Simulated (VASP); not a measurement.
Input of a VASP 6.6.1 run:

Contents of INCAR:

```
ALGO = Normal
EDIFF = 1E-6
ENCUT = 500
GGA = PS
GGA_COMPAT = F
ISIF = 2
ISMEAR = -1
LASPH = T
LCHARG = F
LREAL = F
LWAVE = F
NBANDS = 11
NELM = 120
PREC = Accurate
SIGMA = 0.05
```

The input KPOINTS:

```
k-points
0
Gamma
  11 11 11
```

Contents of POSCAR:

```
AlAs
1.0
    0.0000000000      2.8020960000      2.8304000000
    2.8020960000      0.0000000000      2.8304000000
    2.8020960000      2.8020960000      0.0000000000
Al As
1 1
Direct
    0.0000000000      0.0000000000      0.0000000000
    0.7500000000      0.7500000000      0.7500000000
```

Potentials or basis: VASP PAW PBE potentials, release 64 (Al, As).

Command:

```bash
$ cat potpaw_PBE.64/Al/POTCAR potpaw_PBE.64/As/POTCAR > POTCAR
$ mpirun -np 1 vasp_std > vasp.out
```

**Question.** What does it give for the pressure?

**Answer.** 2.4 GPa.

**Question.** Predict the band gap on the k mesh.

**Answer.** 1.30 eV (least direct gap 2.12 eV).

Stress tensor (GPa, compression positive):
```
2.58 0.00 0.00
0.00 2.58 0.00
0.00 0.00 2.05
```

Caveat: the cell differs from its parent crystal (equal xx and yy strain of -1 %); the PAW data sets were made with another functional, which shifts forces and pressure a little; an odd mesh through Γ misses points on the zone boundary, where band edges can lie.
